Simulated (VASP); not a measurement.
Set up this calculation in VASP 6.6.1, as the native input.

* Task: relaxation of cell and atoms
* Functional: PBE
* Potentials or basis: VASP PAW PBE potentials, release 64 (Mg_sv, Ge_d, N)
* Cutoff: 840 eV
* k mesh: 6 × 6 × 4
* Occupations: gaussian, width 0.1 eV
* Spin: no spin polarisation
* Dipole correction: no
* Further INCAR settings: ALGO = Normal; EDIFF = 1e-07; IBRION = 2; EDIFFG = -0.04; NSW = 90; ISIF = 3

The structure of Mg3GeN lies in POSCAR:

```
Mg3GeN
1.0
    4.5635705100      0.0000000000      0.0000000000
   -2.2817852600      3.9521680000      0.0000000000
    0.0000000000      0.0000000000      4.8670819300
Mg Ge N
3 1 1
Direct
    0.5000000000      0.0000000000      0.0000000000
    0.0000000000      0.5000000000      0.0000000000
    0.5000000000      0.5000000000      0.0000000000
    0.0000000000      0.0000000000      0.0000000000
    0.0000000000      0.0000000000      0.5000000000
```

The cell was generated, and may not be a known phase.

One way to write it, as run:

INCAR

```
SYSTEM = Mg3GeN
PREC = Accurate
ENCUT = 840
EDIFF = 1E-7
ISMEAR = 0
SIGMA = 0.1
LREAL = .False.
LASPH = .True.
NELM = 120
ALGO = Normal
ISIF = 3
LWAVE = .False.
LCHARG = .False.
GGA = PE
IBRION = 2
NSW = 90
EDIFFG = -0.04
GGA_COMPAT = .False.
NELMIN = 4
```

KPOINTS

```
regular mesh
0
Gamma
  6 6 4
  0 0 0
```

Potentials or basis: VASP PAW PBE potentials, release 64 (Mg_sv, Ge_d, N).

Run with:

```bash
$ cat potpaw_PBE.64/Mg_sv/POTCAR potpaw_PBE.64/Ge_d/POTCAR potpaw_PBE.64/N/POTCAR > POTCAR
$ mpirun -np 1 vasp_std > vasp.out
```

It gave:

```yaml
Relaxed_volume: 22.97 Å³/atom
Relaxed_cell: a = 5.894 Å, b = 5.894 Å, c = 3.818 Å, α = 90.00°, β = 90.00°, γ = 120.00°
Space_group_after_relaxing_to_0.1_Å: P6/mmm (No. 191)
Energy_gained_by_relaxing: 1950.4 meV/atom
Ionic_steps: 9
Pressure_after_relaxing: 0.0 GPa
Band_gap_on_the_k_mesh: zero (an odd number of electrons rules out a gap without spin polarisation)
```

Caveat: the volume moved by over 15 % at a fixed basis, so the end points are rough.

It took 24 min on 1 thread of AMD EPYC 7R43 64-Core Processor (Zen 3), with other jobs on the host, peak memory 0.35 GiB.
